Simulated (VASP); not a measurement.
Input of a VASP 6.6.1 run:

Contents of INCAR:

```
SYSTEM = TiSi2
PREC     = Accurate       ! precision mode
ENCUT    = 520            ! plane-wave cutoff, eV
EDIFF    = 1E-6           ! SCF threshold, eV
ISMEAR   = -1             ! smearing method
SIGMA    = 0.17           ! smearing width, eV
LREAL    = Auto         
LASPH    = .TRUE.         ! aspherical terms in the spheres
NELM     = 60             ! most SCF steps
ALGO     = Normal         ! electronic algorithm
ISIF     = 2              ! what is computed and relaxed
LWAVE    = .FALSE.        ! write WAVECAR
LCHARG   = .FALSE.        ! write CHGCAR
GGA      = PS             ! functional
NBANDS   = 98             ! bands
```

The input KPOINTS:

```
Automatic mesh
0
G
  3 2 2
  0 0 0
```

Contents of POSCAR:

```
TiSi2
1.0
    4.7986320000      0.0000000000      0.0000000000
    0.0000000000      8.2688210000      0.0000000000
    0.0000000000      0.0000000000      8.5607770000
Ti Si
8 16
Direct
    0.5320683061      0.5066381289      0.5342856145
    0.7916422847      0.7273225530      0.7622205321
    0.0188803809      0.0087678763      0.5123950782
    0.3134434981      0.2207207049      0.7824172969
    0.0389277611      0.5146682943      0.0142744052
    0.3248634194      0.7744030255      0.2698353199
    0.5232116153     -0.0045351085      0.0063428822
    0.8183165536      0.2558889593      0.2685387086
    0.4916192782      0.8148078184      0.5219502856
    0.5518239365      0.1408302344      0.5215998501
    0.3439521930      0.0967973548      0.2668916618
    0.3012525236      0.4202533832      0.2957091395
    0.0325509437      0.3265036213      0.5362246908
   -0.0081064770      0.6516285695      0.5336898742
    0.8314452952      0.6098209164      0.2797876875
    0.8091681129      0.9385739515      0.2885485745
    0.0382192258      0.8521045503      0.0290861449
    0.0103362792      0.1700847074      0.0469349920
    0.7958309785      0.0325318446      0.7564033031
    0.8314869738      0.4029111284      0.7806183948
    0.5008302366      0.3698834453      0.0174633681
    0.5683078011      0.6759367508      0.0349851421
    0.3566433100      0.5894915369      0.8006983478
    0.3038782720      0.8961011491      0.7661570906
```

Potentials or basis: VASP PAW PBE potentials, release 64 (Ti_sv, Si).

The run is started by

```console
$ cat potpaw_PBE.64/Ti_sv/POTCAR potpaw_PBE.64/Si/POTCAR > POTCAR
$ mpirun -np 1 vasp_std > vasp.out
```

Question: What does it give for the band gap on the k mesh?

Answer: Zero (band 80 reaches 10.23 eV, above the bottom of band 81 at 9.50 eV).

Question: What does it give for the pressure?

Answer: 2.5 GPa.

Question: What does it give for the largest force?

Answer: 4.121 eV/Å.

Forces in eV/Å, atoms in the order of the input:
```
Ti   0.747 -1.224 -0.245
Ti   0.415  1.627  2.451
Ti   3.731 -0.804  1.552
Ti  -1.021  1.207 -0.733
Ti   0.087 -0.648  2.223
Ti  -2.051 -1.374 -0.563
Ti   1.348  0.903  1.348
Ti  -2.030  1.463  2.674
Si   1.230  0.906  1.111
Si  -0.560  1.200 -0.002
Si  -1.487  0.512  0.272
Si  -0.312 -0.099 -1.518
Si   0.470  0.108 -0.195
Si   2.698 -0.022 -1.765
Si  -0.778 -0.628 -0.433
Si  -1.198 -1.329 -2.774
Si  -0.141 -0.462 -0.703
Si   1.759 -0.631 -3.248
Si  -0.296  1.689  1.471
Si  -1.031 -0.392 -0.474
Si   1.482 -1.194  0.803
Si   0.103 -0.047  0.020
Si  -2.132 -0.963 -1.112
Si  -1.035  0.202 -0.162
```

Caveat: the k points lie up to 0.44 Å⁻¹ apart; the PAW data sets were made with another functional, which shifts forces and pressure a little.
